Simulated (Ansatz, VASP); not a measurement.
# BiO5: VASP beside Ansatz

The input INCAR:

```
SYSTEM = BiO5
PREC = Accurate ; ENCUT = 600
EDIFF = 1E-7 ; ISMEAR = 0
SIGMA = 0.2 ; LREAL = .False.
LASPH = .True. ; NELM = 120
ALGO = Normal ; ISIF = 3
LWAVE = .False. ; LCHARG = .False.
GGA = PE ; IBRION = 2
NSW = 36 ; EDIFFG = -0.08
GGA_COMPAT = .False. ; NELMIN = 4
```

Contents of KPOINTS:

```
regular mesh
0
Gamma
  5 5 3
  0 0 0
```

The input POSCAR:

```
BiO5
1.0
    3.8927236700      0.0000000000      0.0000000000
   -1.9463618300      3.3711975900      0.0000000000
    0.0000000000      0.0000000000      5.6764998300
Bi O
1 5
Direct
    0.6666666700      0.3333333300      0.5000000000
    0.0000000000      0.0000000000      0.5000000000
    0.0000000000      0.0000000000      0.0000000000
    0.6666666700      0.3333333300      0.2073418900
    0.6666666700      0.3333333300      0.7926581100
    0.3333333300      0.6666666700      0.0000000000
```

Input for Ansatz:

```yaml
crystal:
  lattice:
    - [3.89272367, 0.0, 0.0]
    - [-1.94636183, 3.37119759, 0.0]
    - [0.0, 0.0, 5.67649983]
  atoms:
    - { symbol: Bi, position: [0.66666667, 0.33333333, 0.5] }
    - { symbol: O, position: [0.0, 0.0, 0.5] }
    - { symbol: O, position: [0.0, 0.0, 0.0] }
    - { symbol: O, position: [0.66666667, 0.33333333, 0.20734189] }
    - { symbol: O, position: [0.66666667, 0.33333333, 0.79265811] }
    - { symbol: O, position: [0.33333333, 0.66666667, 0.0] }
basis:
  ecutwfc: 420
kpoints:
  mp_grid: { grid: [5, 5, 3] }
hamiltonian:
  xc: pbe
scf:
  occupations: { method: gaussian, width: 0.2 }
  lower_state_search: "off"
output:
  forces: true
  stress: true
  eigenvalues: true
relax:
  adjacent_minimum: "off"
  f_tol: 0.08
  max_steps: 16
  cell: { stress_tol: 0.8 }
```

Alike in both runs: task relaxation of cell and atoms; functional PBE; k mesh 5 × 5 × 3; occupations gaussian, width 0.2 eV; no spin polarisation.

|  | VASP | Ansatz |
| --- | --- | --- |
| version | VASP 6.6.1 | Ansatz 0.2.0 |
| potentials or method | VASP PAW PBE potentials, release 64 (Bi_d, O), cutoff 600 eV | scalar-relativistic, plane waves, PAW |
| valence electrons in the cell | 45 | 45 |

```tsv
	VASP	Ansatz	Ansatz less VASP
gap on the k mesh at the Fermi level, each at its own relaxed structure (eV)	none	none	-
relaxed volume (Å³/atom)	13.80	13.26	-0.537
relaxed cell length with the largest relative difference (Å)	6.099	6.530	+0.4310
```

A gap of «none» marks a metal or a gap that the smearing closes. One of these differences is far larger than is usual between the two programs; its cause wasn't traced.

The k mesh is coarse, so the values compare programs but aren't converged. Neither program's run includes spin-orbit coupling.
